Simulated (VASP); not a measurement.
Here is a VASP 6.6.1 calculation.

File POSCAR:

```
Cu
1.0
   -1.4427933200      1.4427933200      1.3760814500
    1.4427933200     -1.4427933200      1.3760814500
    1.4427933200      1.4427933200     -1.3760814500
Cu
1
Direct
    0.0000000000      0.0000000000      0.0000000000
```

INCAR.step1

```
  PREC = Accurate
  ENCUT = 520
  ISMEAR = 0
  SIGMA = 0.1
  LREAL = F
  LASPH = T
  NELM = 60
  NBANDS = 12
  GGA = PE
  ALGO = Normal
  EDIFF = 1E-4
  LWAVE = T
  LCHARG = F
```

File INCAR.step2:

```
  PREC = Accurate
  ENCUT = 520
  EDIFF = 1E-7
  ISMEAR = 0
  SIGMA = 0.1
  LREAL = F
  LASPH = T
  NELM = 60
  ALGO = Normal
  ISIF = 2
  LWAVE = F
  LCHARG = T
  METAGGA = R2SCAN
  LMIXTAU = T
  LELF = T
  LVHAR = T
  NBANDS = 12
  ISTART = 1
```

File KPOINTS:

```
regular mesh
0
Gamma
  30 30 30
```

Potentials or basis: VASP PAW PBE potentials, release 64 (Cu).

Launch:

```bash
$ cat potpaw_PBE.64/Cu/POTCAR > POTCAR
$ cp INCAR.step1 INCAR
$ mpirun -np 1 vasp_std > vasp.out
$ cp INCAR.step2 INCAR
$ mpirun -np 1 vasp_std > vasp.out
```

Problem. What does it give for the pressure?

Solution. 0.9 GPa.

Caveat: the PAW data sets were made with another functional, which shifts forces and pressure a little.
